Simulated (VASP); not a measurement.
# In (I4/mmm) in VASP: further runs, part 2 of 2

VASP 6.6.1.

### 4 Single point, PBE

This run uses another cell than the first one, of 26.14 Å³/atom, 1.020 times its volume.

Input file INCAR:

```
PREC = Accurate
ENCUT = 520
EDIFF = 1E-6
ISMEAR = -1
SIGMA = 0.05
LREAL = False
LASPH = True
NELM = 80
ALGO = Normal
ISIF = 2
LWAVE = False
LCHARG = True
GGA = PE
LELF = True
LVHAR = True
NBANDS = 12
```

Input file KPOINTS:

```
regular mesh
0
Gamma
  10 10 10
```

Input file POSCAR:

```
In
1.0
   -1.6254700000      1.6254700000      2.4737000000
    1.6254700000     -1.6254700000      2.4737000000
    1.6254700000      1.6254700000     -2.4737000000
In
1
Direct
    0.0000000000      0.0000000000      0.0000000000
```

Potentials or basis: VASP PAW PBE potentials, release 64 (In_d).

Command:

```sh
> cat potpaw_PBE.64/In_d/POTCAR > POTCAR
> mpirun -np 1 vasp_std > vasp.out
```

OUTCAR:

```text
PREC = Accurate
   ENCUT = 520
   EDIFF = 1E-6
   ISMEAR = -1
   LREAL = False
   LASPH = True
   NELM = 80
   ISIF = 2
   GGA = PE

 ion  position               nearest neighbor table
   1  0.000  0.000  0.000-

  LATTYP: Found a body centered tetragonal cell.
 ALAT       =     3.2509400000
 C/A-ratio  =     1.5218367611

  Lattice vectors:

 A1 = (  -1.6254700000,   1.6254700000,   2.4737000000)
 A2 = (   1.6254700000,  -1.6254700000,   2.4737000000)
 A3 = (   1.6254700000,   1.6254700000,  -2.4737000000)

Analysis of symmetry for initial positions (statically):
=====================================================================
 Subroutine PRICEL returns:
 Original cell was already a primitive cell.

 Routine SETGRP: Setting up the symmetry group for a
 body centered tetragonal supercell.

 Subroutine GETGRP returns: Found 16 space group operations
 (whereof 16 operations were pure point group operations)
 out of a pool of 16 trial point group operations.

The static configuration has the point symmetry D_4h.

Analysis of symmetry for dynamics (positions and initial velocities):
=====================================================================
 Subroutine PRICEL returns:
 Original cell was already a primitive cell.

 Routine SETGRP: Setting up the symmetry group for a
 body centered tetragonal supercell.

 Subroutine GETGRP returns: Found 16 space group operations
 (whereof 16 operations were pure point group operations)
 out of a pool of 16 trial point group operations.

The dynamic configuration has the point symmetry D_4h.

 Subroutine INISYM returns: Found 16 space group operations
 (whereof 16 operations are pure point group operations),
 and found     1 'primitive' translations

----------------------------------------------------------------------------------------

                                     Primitive cell

[... 108 lines left out ...]
     AMIX_MAG =   1.60;   BMIX_MAG =  1.00
  volume/ion in A,a.u.               =      26.14       176.43
  Fermi-wavevector in a.u.,A,eV,Ry     =   1.296983  2.450943 22.887245  1.682165
  Thomas-Fermi vector in A             =   2.428405
   LORBIT       =      0    0 simple, 1 ext, 2 COOP (PROOUT), +10 PAW based schemes
   GGA     = PE    functional components
   LHFCALC =     F    Hartree Fock is set to
   AEXX    =    0.0000 exact exchange contribution
   IVDW    =     0    specifies the selected vdW correction
   LEPSILON=     F    determine dielectric tensor
   LRPA    =     F    only Hartree local field effects (RPA)
 non-spin polarized calculation
  energy-cutoff  :      520.00
  volume of cell :       26.14
 maximum number of plane-waves:       720
 NGX is ok and might be reduce to    28
   NGX = 13   NGY = 13   NGZ = 13

 number of electron      13.0000006 magnetization

 Free energy of the ion-electron system (eV)
  ---------------------------------------------------
  ext. energy  EPLUGINS =         0.00000000
  ---------------------------------------------------
  free energy    TOTEN  =        -2.55829878 eV

  energy without entropy =       -2.55496745  energy(sigma->0) =       -2.55663312

 E-fermi :   7.5089     XC(G=0): -10.2561

 val. band max:        7.5000965823   @ k =  -0.2000   0.3000   0.2000
 cond. band min:       7.5636498327   @ k =   0.5000   0.3000  -0.0000
 fundamental gap:      0.0635532505
 Fermi energy:         7.5089061729

 k-point     1 :       0.0000    0.0000    0.0000
  band No.  band energies     occupation
      1      -7.1727      2.00000
      2      -7.0726      2.00000
      3      -7.0726      2.00000
      4      -6.9932      2.00000
      5      -6.8825      2.00000
      6      -2.0181      2.00000
      7      18.0808      0.00000
      8      18.0808      0.00000
      9      18.2483      0.00000
     10      19.1092      0.00000
     11      21.4973      0.00000
     12      21.6193      0.00000
[... 331 lines left out ...]
 k-point    24 :       0.4000    0.3000    0.0000
  band No.  band energies     occupation
      1      -7.1944      2.00000
      2      -7.0561      2.00000
      3      -6.9153      2.00000
      4      -6.9085      2.00000
      5      -6.7904      2.00000
      6       4.7553      2.00000
      7       6.1404      2.00000
      8       8.9348      0.00000
      9      12.7142      0.00000
     10      15.7228      0.00000
     11      22.3558      0.00000
     12      23.9395      0.00000

 [... further k-points ...]
[... 5 lines left out ...]
  --------------------------------------------------------------------------------------
  -------------------------------------------------------------------------------------
  Total        0.4737721      0.4737721      0.0107424      0.0000000      0.0000000      0.0000000
  in kB       29.0345525     29.0345525      0.6583347      0.0000000      0.0000000      0.0000000
  external PRESSURE =      19.5758132 kB  Pullay stress =       0.0000000 kB

 VOLUME and BASIS-vectors are now :
 -----------------------------------------------------------------------------
  energy-cutoff  :      520.00
  volume of cell :       26.14
      direct lattice vectors                 reciprocal lattice vectors
    -1.625470000  1.625470000  2.473700000     0.000000000  0.307603339  0.202126369
     1.625470000 -1.625470000  2.473700000     0.307603339  0.000000000  0.202126369
     1.625470000  1.625470000 -2.473700000     0.307603339  0.307603339  0.000000000

 POSITION                                       TOTAL-FORCE (eV/Angst)
 -----------------------------------------------------------------------------------
      0.00000      0.00000      0.00000         0.000000      0.000000      0.000000
 -----------------------------------------------------------------------------------
    total drift:                                0.000000     -0.000000     -0.000000

  FREE ENERGIE OF THE ION-ELECTRON SYSTEM (eV)
  ---------------------------------------------------
  free  energy   TOTEN  =        -2.5582987837 eV

  energy  without entropy=       -2.5549674500  energy(sigma->0) =       -2.55663312
```

OSZICAR:

```text
N       E                     dE             d eps       ncg     rms          rms(c)
DAV:   1     0.790980229556E+02    0.79098E+02   -0.62688E+03  2480   0.137E+03
DAV:   2     0.127328892017E+01   -0.77825E+02   -0.75931E+02  2540   0.295E+02
DAV:   3    -0.249909587321E+01   -0.37724E+01   -0.37622E+01  2956   0.644E+01
DAV:   4    -0.258225535604E+01   -0.83159E-01   -0.83129E-01  3112   0.970E+00
DAV:   5    -0.258590515544E+01   -0.36498E-02   -0.36497E-02  3396   0.180E+00    0.230E+00
DAV:   6    -0.256300565013E+01    0.22900E-01   -0.36479E-02  3144   0.391E+00    0.115E+00
DAV:   7    -0.255855827056E+01    0.44474E-02   -0.11566E-02  3184   0.204E+00    0.257E-01
DAV:   8    -0.255829124166E+01    0.26703E-03   -0.92314E-04  3444   0.506E-01    0.319E-02
DAV:   9    -0.255829802705E+01   -0.67854E-05   -0.13299E-05  3452   0.499E-02    0.159E-02
DAV:  10    -0.255829878369E+01   -0.75663E-06   -0.13786E-06  2828   0.123E-02
   1 F= -.25582988E+01 E0= -.25566331E+01  d E =-.333133E-02
```

stdout:

```text
POSCAR found type information on POSCAR In
 POSCAR found :  1 types and       1 ions
 scaLAPACK will be used
 LDA part: xc-table for (Slater+PW92), standard interpolation
 POSCAR, INCAR and KPOINTS ok, starting setup
 FFT: planning ... GRIDC
 FFT: planning ... GRID_SOFT
 FFT: planning ... GRID
 WAVECAR not read
 entering main loop
```

Wall time 25 s (1 thread of Intel Xeon 6975P-C, shared host); peak memory 0.17 GiB.

What came out:

- Free energy: -2.5583 eV
- Pressure: 2.0 GPa

Levels at points of the mesh, in eV from the Fermi level:
```csv
k point,band 3,band 4,band 5,band 6,band 7,band 8,band 9,band 10
"(0.00, 0.00, 0.00)",-14.58,-14.50,-14.39,-9.53,10.57,10.57,10.74,11.60
"(0.50, 0.00, 0.00)",-14.56,-14.31,-14.27,-4.28,-3.35,7.56,9.18,11.13
"(0.50, 0.50, 0.00)",-14.31,-14.29,-14.20,-1.94,-1.62,3.55,3.98,7.05
"(0.50, 0.50, 0.50)",-14.29,-14.26,-14.26,-2.90,-2.65,4.76,4.76,8.21
```

Caveat: spin-orbit coupling is left out, which moves the levels of the heavy elements.

### 5 Single point, PBE (volume scaled by 0.96)

Input file INCAR:

```
SYSTEM = In
  PREC = Accurate
  ENCUT = 520
  EDIFF = 1E-6
  ISMEAR = -1
  SIGMA = 0.05
  LREAL = .False.
  LASPH = .True.
  NELM = 60
  ALGO = Normal
  ISIF = 2
  LWAVE = .False.
  LCHARG = .False.
  GGA = PE
  NBANDS = 12
```

Input file KPOINTS:

```
Automatic mesh
0
Gamma
  11 11 11
  0 0 0
```

Input file POSCAR:

```
In
1.0
   -1.6035014962      1.6035014962      2.4402675233
    1.6035014962     -1.6035014962      2.4402675233
    1.6035014962      1.6035014962     -2.4402675233
In
1
Direct
    0.0000000000      0.0000000000      0.0000000000
```

Command:

```sh
> cat potpaw_PBE.64/In_d/POTCAR > POTCAR
> mpirun -np 1 vasp_std > vasp.out
```

Wall time 59 s (1 thread of Intel Xeon 8259CL, shared host); peak memory 0.18 GiB.

Results (log left out):

| Property | Result |
| --- | --- |
| Free energy | -2.5313 eV |
| Pressure | 4.0 GPa |

Stress tensor (GPa, compression positive):
```
4.30 0.00 0.00
0.00 4.30 0.00
0.00 0.00 3.52
```

Levels at points of the mesh, in eV from the Fermi level:
```tsv
k point	band 2	band 3	band 4	band 5	band 6	band 7	band 8	band 9	band 10	band 11
(0.00, 0.00, 0.00)	-14.69	-14.69	-14.60	-14.48	-9.88	10.87	10.87	11.07	11.62	14.28
```

Caveat: the cell differs from its parent crystal (volume scaled by 0.96); spin-orbit coupling is left out, which moves the levels of the heavy elements.

### 6 The runs side by side

```csv
cell,k mesh,gap on the mesh (eV),pressure (GPa)
"a = 3.341 Å, angles 121.8, 121.8, 87.0°, 1 atom",10 × 10 × 10,none,2.9
"a = 3.359 Å, angles 122.1, 122.1, 86.4°, 1 atom",10 × 10 × 10,none,2.4
"a = 3.377 Å, angles 122.5, 122.5, 85.8°, 1 atom",10 × 10 × 10,none,2.0
"a = 3.331 Å, angles 122.5, 122.5, 85.8°, 1 atom",11 × 11 × 11,none,4.0
```

Alike in all rows: task single point; level PBE; potentials or basis VASP PAW PBE potentials, release 64 (In_d); no spin polarisation; cutoff (eV) 520; smearing fermi-dirac 0.05 eV.

Caveats: spin-orbit coupling is left out, which moves the levels of the heavy elements.

Absolute energies hang on the potentials; compare differences alone.
